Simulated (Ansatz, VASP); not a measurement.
Given: the input of a run of VASP 6.6.1 on Sb.

POSCAR

```
Sb
1.0
   -1.5869811508      1.5869811508      2.7298988119
    1.5869811508     -1.5869811508      2.7298988119
    1.5869811508      1.5869811508     -2.7298988119
Sb
1
Direct
    0.0000000000      0.0000000000      0.0000000000
```

File INCAR.step1:

```
ALGO = Normal ; EDIFF = 1E-5
ENCUT = 520 ; GGA = PE
ISIF = 2 ; ISMEAR = -1
LASPH = T ; LREAL = F
LWAVE = T ; NBANDS = 8
NELM = 100 ; PREC = Accurate
SIGMA = 0.05
```

File INCAR.step2:

```
ALGO = Normal ; EDIFF = 1E-6
ENCUT = 520 ; GGA = PE
HFSCREEN = 0.2079 ; ISIF = 2
ISMEAR = -1 ; ISTART = 1
LASPH = T ; LCHARG = T
LELF = T ; LHFCALC = T
LREAL = F ; LVHAR = T
LWAVE = F ; NBANDS = 8
NELM = 100 ; PREC = Accurate
PRECFOCK = Normal ; SIGMA = 0.05
```

File KPOINTS:

```
k-points
0
Gamma
  8 8 8
```

Potentials or basis: VASP PAW PBE potentials, release 64 (Sb).

Run with:

```bash
$ cat potpaw_PBE.64/Sb/POTCAR > POTCAR
$ cp INCAR.step1 INCAR
$ mpirun -np 1 vasp_std > vasp.out
$ cp INCAR.step2 INCAR
$ mpirun -np 1 vasp_std > vasp.out
```

Question: Translate it to Ansatz 0.2.0. Potentials there: Ansatz PAW.

Answer: As run (the cutoff follows the program's own potentials):

Contents of input:

```
crystal:
  lattice:
    - [-1.5869811508, 1.5869811508, 2.7298988119]
    - [1.5869811508, -1.5869811508, 2.7298988119]
    - [1.5869811508, 1.5869811508, -2.7298988119]
  atoms:
    - { symbol: Sb, position: [0.0, 0.0, 0.0] }
hamiltonian:
  xc: hse06
  pseudopotentials: { kind: paw }
kpoints:
  mp_grid: { grid: [8, 8, 8] }
scf:
  occupations: { method: fermi_dirac, width: 0.05 }
output:
  forces: true
  stress: true
  eigenvalues: true
```

Both were run:

|  | VASP | Ansatz | Ansatz less VASP |
| --- | --- | --- | --- |
| gap on the k mesh at the Fermi level (eV) | none | none | - |
| pressure (GPa) | -2.6 | -1.6 | +1.00 |
| traceless stress, the component that is largest in VASP (GPa) | 1.80 | 1.51 | -0.288 |

A gap of «none» marks a metal or a gap that the smearing closes. The functional is the same, so the differences come from potentials, cutoffs and numerics. VASP's potentials hold 5 valence electrons a cell and Ansatz's 15, so a difference there can come from the potentials and not from the codes.

Spin-orbit coupling is off throughout.
